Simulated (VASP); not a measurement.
# C in VASP: notebook

The runs below take C through single point, with PBEsol.

All numbers are computed with VASP 6.6.1; they aren't measurements. Logs are shortened: lines on timing, memory, paths and dates and some standing lists are left out, and cuts for length are marked.

## 1. The cell of the first run

The cell holds a slab with vacuum, 14 atoms: a = 2.459 Å, b = 4.603 Å, c = 25.626 Å, α = 90.00°, β = 90.00°, γ = 90.10°.

## 2. Single point, PBEsol

File INCAR:

```
SYSTEM = C
  PREC = Accurate
  ENCUT = 520
  EDIFF = 1E-6
  ISMEAR = 0
  SIGMA = 0.05
  LREAL = .False.
  LASPH = .True.
  NELM = 100
  ALGO = Normal
  ISIF = 2
  LWAVE = .False.
  LCHARG = .True.
  LDIPOL = .True.
  IDIPOL = 3
  DIPOL = 0.5 0.5 0.500
  GGA = PS
  LELF = .True.
  LVHAR = .True.
  LVACPOTAV = .True.
  NBANDS = 41
```

File KPOINTS:

```
Automatic mesh
0
Gamma
  11 6 1
  0 0 0
```

File POSCAR:

```
C
1.0
    2.4588653568      0.0000000000      0.0000000000
   -0.0082156207      4.6028676067      0.0000000000
    0.0000000000      0.0000000000     25.6256818996
C
14
Direct
    0.7492052010      0.7626120255      0.2926751385
    0.2488891958      0.6675969581      0.3144920543
    0.2482523995      0.4777165173      0.3581472731
    0.7479363943      0.3827014499      0.3799641888
    0.7472995979      0.1928210092      0.4236194076
    0.2469835927      0.0978059417      0.4454363234
    0.2463467963      0.9079255010      0.4890915421
    0.7460307911      0.8129104335      0.5109084579
    0.7453939948      0.6230299928      0.5545636766
    0.2450779895      0.5280149253      0.5763805924
    0.2444411932      0.3381344846      0.6200358112
    0.7441251880      0.2431194171      0.6418527269
    0.7434883916      0.0532389764      0.6855079457
    0.2431723864      0.9582239090      0.7073248615
```

Potentials or basis: VASP PAW PBE potentials, release 64 (C).

Started as:

```sh
$ cat potpaw_PBE.64/C/POTCAR > POTCAR
$ mpirun -np 1 vasp_std > vasp.out
```

OUTCAR:

```text
SYSTEM = C
   PREC = Accurate
   ENCUT = 520
   EDIFF = 1E-6
   ISMEAR = 0
   LREAL = .False.
   LASPH = .True.
   NELM = 100
   ISIF = 2
   GGA = PS

 ion  position               nearest neighbor table
   1  0.749  0.763  0.293-   2 1.42   2 1.42
   2  0.249  0.668  0.314-   1 1.42   1 1.42   3 1.42
   3  0.248  0.478  0.358-   4 1.42   4 1.42   2 1.42
   4  0.748  0.383  0.380-   3 1.42   3 1.42   5 1.42
   5  0.747  0.193  0.424-   6 1.42   6 1.42   4 1.42
   6  0.247  0.098  0.445-   5 1.42   7 1.42   5 1.42
   7  0.246  0.908  0.489-   8 1.42   6 1.42   8 1.42
   8  0.746  0.813  0.511-   7 1.42   9 1.42   7 1.42
   9  0.745  0.623  0.555-  10 1.42   8 1.42  10 1.42
  10  0.245  0.528  0.576-   9 1.42   9 1.42  11 1.42
  11  0.244  0.338  0.620-  12 1.42  12 1.42  10 1.42
  12  0.744  0.243  0.642-  11 1.42  11 1.42  13 1.42
  13  0.743  0.053  0.686-  14 1.42  14 1.42  12 1.42
  14  0.243  0.958  0.707-  13 1.42  13 1.42

  LATTYP: Found a simple monoclinic cell.
 ALAT       =     2.4588653568
 B/A-ratio  =    10.4217507594
 C/A-ratio  =     1.8719507866
 COS(beta)  =    -0.0017848890

  Lattice vectors:

 A1 = (   2.4588653568,   0.0000000000,   0.0000000000)
 A2 = (   0.0000000000,   0.0000000000, -25.6256818996)
 A3 = (  -0.0082156207,   4.6028676067,   0.0000000000)

Analysis of symmetry for initial positions (statically):
=====================================================================
 Subroutine PRICEL returns:
 Original cell was already a primitive cell.

 Routine SETGRP: Setting up the symmetry group for a
 simple monoclinic supercell.

 Subroutine GETGRP returns: Found  2 space group operations
 (whereof  1 operations were pure point group operations)
 out of a pool of  4 trial point group operations.

The static configuration has the point symmetry C_1 .
 The point group associated with its full space group is S_2 .

Analysis of symmetry for dynamics (positions and initial velocities):
=====================================================================
 Subroutine PRICEL returns:
 Original cell was already a primitive cell.

 Routine SETGRP: Setting up the symmetry group for a
 simple monoclinic supercell.
[... 142 lines left out ...]
   NUPDOWN=      -1.0000    fix difference up-down
   EMIN   =  10.00;   EMAX   =-10.00  energy-range for DOS
   EFERMI =   0.00;   METHOD = LEGACY
   ISMEAR =     0;   SIGMA  =   0.05  broadening in eV -4-tet -1-fermi 0-gaus
   EFERMI_NEDOS =   21; number of points for ismear=-14 and -15
   IALGO  =     38    algorithm
   IMIX   =      4    mixing-type and parameters
     AMIX     =   0.40;   BMIX     =  1.00
     AMIX_MAG =   1.60;   BMIX_MAG =  1.00
  volume/ion in A,a.u.               =      20.72       139.80
  Fermi-wavevector in a.u.,A,eV,Ry     =   0.946218  1.788093 12.181688  0.895329
  Thomas-Fermi vector in A             =   2.074195
   LORBIT       =      0    0 simple, 1 ext, 2 COOP (PROOUT), +10 PAW based schemes
   GGA     = PS    functional components
   LHFCALC =     F    Hartree Fock is set to
   AEXX    =    0.0000 exact exchange contribution
   IVDW    =     0    specifies the selected vdW correction
   LEPSILON=     F    determine dielectric tensor
   LRPA    =     F    only Hartree local field effects (RPA)
 non-spin polarized calculation
 Gauss-broadening in eV      SIGMA  =   0.05
  energy-cutoff  :      520.00
  volume of cell :      290.03
 maximum number of plane-waves:      7891
   NGX =  9   NGY = 17   NGZ = 95

 number of electron      56.0000007 magnetization

 dipolmoment           0.000000      0.000000     -0.000001 electrons x Angstroem

 Free energy of the ion-electron system (eV)
  ---------------------------------------------------
  ext. energy  EPLUGINS =         0.00000000
  ---------------------------------------------------
  free energy    TOTEN  =      -128.01639080 eV

  energy without entropy =     -127.99749756  energy(sigma->0) =     -128.00694418

 E-fermi :  -1.6687     XC(G=0):  -5.1662

 val. band max:       -1.6700895441   @ k =   0.1818   0.1667   0.0000
 cond. band min:      -1.6665358153   @ k =   0.0000   0.1667   0.0000
 fundamental gap:      0.0035537288
 Fermi energy:        -1.6687465335

 k-point     1 :       0.0000    0.0000    0.0000
  band No.  band energies     occupation
      1     -21.1059      2.00000
      2     -20.6750      2.00000
      3     -20.0334      2.00000
      4     -19.1924      2.00000
      5     -18.1714      2.00000
      6     -17.0010      2.00000
[... 1021 lines left out ...]
     39       7.4248      0.00000
     40       7.9108      0.00000

 [... further k-points ...]

 [bands above 40 left out]

------------------------ aborting loop because EDIFF is reached ----------------------------------------

  FORCE on cell =-STRESS in cart. coord.  units (eV):
  Direction    XX          YY          ZZ          XY          YZ          ZX
  --------------------------------------------------------------------------------------
  -------------------------------------------------------------------------------------
  Total        1.2494257      0.2223709      0.3782398      0.0026603     -0.5988924      0.0008883
  in kB        6.9021177      1.2284285      2.0894842      0.0146964     -3.3084204      0.0049073
  external PRESSURE =       3.4066768 kB  Pullay stress =       0.0000000 kB

 VOLUME and BASIS-vectors are now :
 -----------------------------------------------------------------------------
  energy-cutoff  :      520.00
  volume of cell :      290.03
      direct lattice vectors                 reciprocal lattice vectors
     2.458865357  0.000000000  0.000000000     0.406691646  0.000725901  0.000000000
    -0.008215621  4.602867607  0.000000000     0.000000000  0.217255869  0.000000000
     0.000000000  0.000000000 25.625681900     0.000000000  0.000000000  0.039023352

 POSITION                                       TOTAL-FORCE (eV/Angst)
 -----------------------------------------------------------------------------------
      1.83593      3.51020      7.50000         0.000176     -1.064370      1.496317
      0.60650      3.07286      8.05907        -0.000441      1.671333     -2.212153
      0.60649      2.19887      9.17777         0.000029     -0.622216      0.757184
      1.83593      1.76152      9.73684        -0.000279      0.125578     -0.181115
      1.83592      0.88753     10.85554        -0.000003     -0.072141      0.097254
      0.60650      0.45019     11.41461        -0.000051      0.024978     -0.039308
      0.59827      4.17906     12.53330         0.000030     -0.015841      0.025051
      1.82771      3.74172     13.09238        -0.000030      0.015841     -0.025051
      1.82770      2.86772     14.21107         0.000051     -0.024978      0.039308
      0.59828      2.43038     14.77015         0.000003      0.072141     -0.097254
      0.59827      1.55639     15.88884         0.000279     -0.125578      0.181115
      1.82771      1.11905     16.44791        -0.000029      0.622216     -0.757184
      1.82770      0.24505     17.56661         0.000441     -1.671333      2.212153
      0.59006      4.41058     18.12568        -0.000176      1.064370     -1.496317
 -----------------------------------------------------------------------------------
    total drift:                               -0.000098      0.000003     -0.000095

  FREE ENERGIE OF THE ION-ELECTRON SYSTEM (eV)
  ---------------------------------------------------
  free  energy   TOTEN  =      -128.0163907976 eV

  energy  without entropy=     -127.9974975609  energy(sigma->0) =     -128.00694418

 vacuum level on the upper side and lower side of the slab         4.592         4.592
```

stdout:

```text
POSCAR found type information on POSCAR C
 POSCAR found :  1 types and      14 ions
 scaLAPACK will be used
 -----------------------------------------------------------------------------
[... 23 lines left out ...]
|     Did not find any points to average over, which means that no vacuum     |
|     field-free region was found. Please increase the size of  your cell     |
|     in the dimension of the dipole correction to obtain accurate            |
|     workfunction values.                                                    |
|                                                                             |
 -----------------------------------------------------------------------------
```

It took 7.3 min on 1 thread of Intel Xeon 6975P-C (Granite Rapids), shared host; peak memory 0.48 GiB.

What came out:

```yaml
Free_energy: -128.0164 eV
Largest_force: 2.773 eV/Å
Band_gap_on_the_k_mesh: zero (bands 28 and 29 overlap by 0.18 eV)
```

Forces on the atoms (eV/Å):
```
C    0.000 -1.064  1.496
C    0.000  1.671 -2.212
C    0.000 -0.622  0.757
C    0.000  0.126 -0.181
C    0.000 -0.072  0.097
C    0.000  0.025 -0.039
C    0.000 -0.016  0.025
C    0.000  0.016 -0.025
C    0.000 -0.025  0.039
C    0.000  0.072 -0.097
C    0.000 -0.126  0.181
C    0.000  0.622 -0.757
C    0.000 -1.671  2.212
C    0.000  1.064 -1.496
```

Caveat: the PAW data sets were made with another functional, which shifts forces and pressure a little.

## 3. Single point, PBEsol

File INCAR:

```
  PREC = Accurate
  ENCUT = 520
  EDIFF = 1E-7
  ISMEAR = 0
  SIGMA = 0.05
  LREAL = F
  LASPH = T
  NELM = 80
  ALGO = Normal
  ISIF = 2
  LWAVE = F
  LCHARG = T
  LDIPOL = T
  IDIPOL = 3
  DIPOL = 0.5 0.5 0.500
  GGA = PS
  LELF = T
  LVHAR = T
  LVACPOTAV = T
  NBANDS = 41
```

File KPOINTS:

```
Automatic mesh
0
Gamma
  11 6 1
```

File POSCAR:

```
C
1.0
    2.4588653568      0.0000000000      0.0000000000
   -0.0082156207      4.6028676067      0.0000000000
    0.0000000000      0.0000000000     25.6256818996
C
14
Direct
    0.7493775874      0.8188064835      0.3034438604
    0.2490606928      0.7252499795      0.3206219424
    0.2483373069      0.5077306909      0.3626061901
    0.7479991364      0.4066003165      0.3827712434
    0.7473266564      0.2039358261      0.4251295200
    0.2470027063      0.1055654835      0.4462645863
    0.2463495627      0.9090701949      0.4893175742
    0.7460291954      0.8118227398      0.5106897313
    0.7453758206      0.6153125200      0.5537394616
    0.2450516203      0.5169267471      0.5748726655
    0.2443785395      0.3142308141      0.6172278134
    0.7440404747      0.2130846975      0.6373915864
    0.7433152877     -0.0044571213      0.6793727223
    0.2429985251      0.9019721693      0.6965511026
```

Potentials or basis: VASP PAW PBE potentials, release 64 (C).

Started as:

```sh
$ cat potpaw_PBE.64/C/POTCAR > POTCAR
$ mpirun -np 1 vasp_std > vasp.out
```

It took 9.7 min on 1 thread of Intel Xeon 6975P-C (Granite Rapids), shared host; peak memory 0.48 GiB.

Results (log left out):

* Free energy: -128.2480 eV
* Largest force: 0.045 eV/Å
* Band gap on the k mesh: zero (bands 28 and 29 overlap by 0.45 eV)

Forces in eV/Å, atoms in the order of the input:
```
C    0.000  0.028 -0.035
C    0.000 -0.001  0.005
C    0.000  0.009 -0.009
C    0.000 -0.010  0.008
C    0.000  0.008 -0.007
C    0.000 -0.013  0.017
C    0.000  0.015 -0.019
C    0.000 -0.015  0.018
C    0.000  0.012 -0.016
C    0.000 -0.008  0.008
C    0.000  0.010 -0.008
C    0.000 -0.009  0.009
C    0.000  0.000 -0.004
C    0.000 -0.027  0.034
```

Levels at points of the mesh, in eV from the Fermi level:
```
           k point  band 26  band 27  band 28  band 29  band 30  band 31
(0.00, 0.00, 0.00)    -3.33    -3.08     0.08     0.10     2.26     3.97
(0.00, 0.50, 0.00)    -3.22    -2.52     0.16     0.18     2.37     3.70
```

Caveat: the PAW data sets were made with another functional, which shifts forces and pressure a little.

## 4. Single point, PBEsol

This run uses another cell than the first one.

File INCAR:

```
ALGO = Normal
DIPOL = 0.5 0.5 0.499
EDIFF = 1E-6
ENCUT = 520
GGA = PS
IDIPOL = 3
ISIF = 2
ISMEAR = 0
LASPH = T
LCHARG = T
LDIPOL = T
LELF = T
LREAL = F
LVACPOTAV = T
LVHAR = T
LWAVE = F
NBANDS = 41
NELM = 80
PREC = Accurate
SIGMA = 0.05
```

File KPOINTS:

```
k-points
0
Gamma
  11 4 1
```

File POSCAR:

```
C
1.0
    2.4588631543      0.0000000000      0.0000000000
    0.0000000000      6.7297643143      0.0000000000
    0.0000000000      0.0000000000     24.2678885212
C
14
Direct
    0.5000000000      0.6445927086      0.3502570894
    0.0000000000      0.5557666168      0.3660292567
    0.0000000000      0.3780458171      0.3975426984
    0.5000000000      0.2892197253      0.4133148657
    0.5000000000      0.1114989255      0.4448283074
    0.0000000000      0.0226728338      0.4606004747
    0.0000000000      0.8449520340      0.4921139164
    0.5000000000      0.7564101816      0.5079368050
    0.5000000000      0.5789226613      0.5396974749
    0.0000000000      0.4905525501      0.5554062941
    0.0000000000      0.3101567782      0.5863388614
    0.5000000000      0.2212665365      0.6011022073
    0.5000000000      0.0324956064      0.6312735684
    0.0000000000      0.9505429141      0.6435460223
```

Started as:

```sh
$ cat potpaw_PBE.64/C/POTCAR > POTCAR
$ mpirun -np 1 vasp_std > vasp.out
```

It took 25 min on 1 thread of Intel Xeon 8259CL, shared host; peak memory 0.53 GiB.

Results (log left out):

| Quantity | Value |
| --- | --- |
| Free energy | -128.1223 eV |
| Largest force | 2.648 eV/Å |
| Band gap on the k mesh | zero (bands 28 and 29 overlap by 0.14 eV) |

Forces in eV/Å, atoms in the order of the input:
```
C    0.000 -1.366  0.969
C    0.000  2.200 -1.475
C    0.000 -0.860  0.531
C    0.000  0.166 -0.107
C    0.000 -0.136  0.067
C    0.000  0.059 -0.054
C    0.000 -0.020  0.039
C    0.000  0.000 -0.005
C    0.000  0.005  0.003
C    0.000 -0.001 -0.001
C    0.000  0.005  0.000
C    0.000 -0.010  0.007
C    0.000 -0.004  0.002
C    0.000 -0.038  0.023
```

Levels at points of the mesh, in eV from the Fermi level:
```csv
k point,band 26,band 27,band 28,band 29,band 30,band 31
"(0.00, 0.00, 0.00)",-3.02,-2.61,0.01,0.09,2.13,3.71
"(0.00, 0.50, 0.00)",-3.02,-2.59,0.02,0.10,2.61,3.90
```

Caveat: the PAW data sets were made with another functional, which shifts forces and pressure a little.

## 5. Overview

```tsv
cell	k mesh	gap on the mesh (eV)	largest force (eV/Å)
a = 2.459, b = 4.603, c = 25.626 Å, angles 90.0, 90.0, 90.1°, 14 atoms, atomic positions A	11 × 6 × 1	none	2.77
a = 2.459, b = 4.603, c = 25.626 Å, angles 90.0, 90.0, 90.1°, 14 atoms, atomic positions B	11 × 6 × 1	none	0.04
a = 2.459, b = 6.730, c = 24.268 Å, 14 atoms, atomic positions C	11 × 4 × 1	none	2.65
```

Alike in all rows: task single point; level PBEsol; potentials or basis VASP PAW PBE potentials, release 64 (C); no spin polarisation; cutoff (eV) 520; smearing gaussian 0.05 eV.

Caveats: the PAW data sets were made with another functional, which shifts forces and pressure a little.

Total energies depend on the potentials used, so only differences within one code and one set of settings carry meaning.
